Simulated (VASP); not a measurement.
## Ge: relaxation of the atoms with PBEsol

Crystal: Ge.

```
Ge
1.0
    -0.02697    2.83927    2.83927
     2.83927   -0.02697    2.83927
     2.83927    2.83927   -0.02697
Ge
2
Direct
  0.99931 0.99931 0.99931
  0.25069 0.25069 0.25069
```

This cell differs from its parent crystal: strained cell.

```yaml
Program: VASP 6.6.1
Task: relaxation of the atoms
Functional: PBEsol
Potentials_or_basis: VASP PAW PBE potentials, release 64 (Ge_d)
Cutoff: 520 eV
k_mesh: 12 × 12 × 12
Occupations: gaussian, width 0.1 eV
Spin: no spin polarisation
Dipole_correction: no
Further_INCAR_settings: ALGO = Fast; EDIFF = 1e-07; IBRION = 2; EDIFFG = -0.002; NSW = 60
```

* Energy gained by relaxing: 0.0 meV/atom
* Ionic steps: 2
* Pressure after relaxing: -1.1 GPa
* Band gap on the k mesh: zero (bands 14 and 15 overlap by 0.06 eV)

Stress tensor (GPa, compression positive):
```
-1.07  0.50  0.50
 0.50 -1.07  0.50
 0.50  0.50 -1.07
```

Final structure:
```cif
data_structure
_symmetry_space_group_name_H-M 'P 1'
_symmetry_Int_Tables_number 1
_cell_length_a 4.0154
_cell_length_b 4.0154
_cell_length_c 4.0154
_cell_angle_alpha 60.628
_cell_angle_beta 60.628
_cell_angle_gamma 60.628
_cell_volume 46.43
loop_
_atom_site_label
_atom_site_type_symbol
_atom_site_fract_x
_atom_site_fract_y
_atom_site_fract_z
_atom_site_occupancy
Ge1 Ge 0.99933 0.99933 0.99933 1
Ge2 Ge 0.25067 0.25067 0.25067 1
```

Levels at points of the mesh, in eV from the Fermi level:
```tsv
k point	band 12	band 13	band 14	band 15	band 16	band 17
(0.00, 0.00, 0.00)	-0.22	-0.02	-0.02	0.10	2.50	2.50
(0.50, 0.00, 0.00)	-7.50	-1.35	-1.29	0.12	3.72	3.77
(0.50, 0.50, 0.00)	-8.76	-3.03	-2.92	0.65	0.79	9.27
(0.50, 0.50, 0.50)	-7.47	-1.42	-1.42	-0.07	3.66	3.66
```

Run time: 3.6 min on 1 thread of Oxide Virtual Turin-like Processor, with other jobs on the host, peak memory 0.22 GiB.

Caveat: the cell differs from its parent crystal (strained cell); semilocal functionals underestimate gaps, and a narrow one can read as zero; the PAW data sets were made with another functional, which shifts forces and pressure a little.
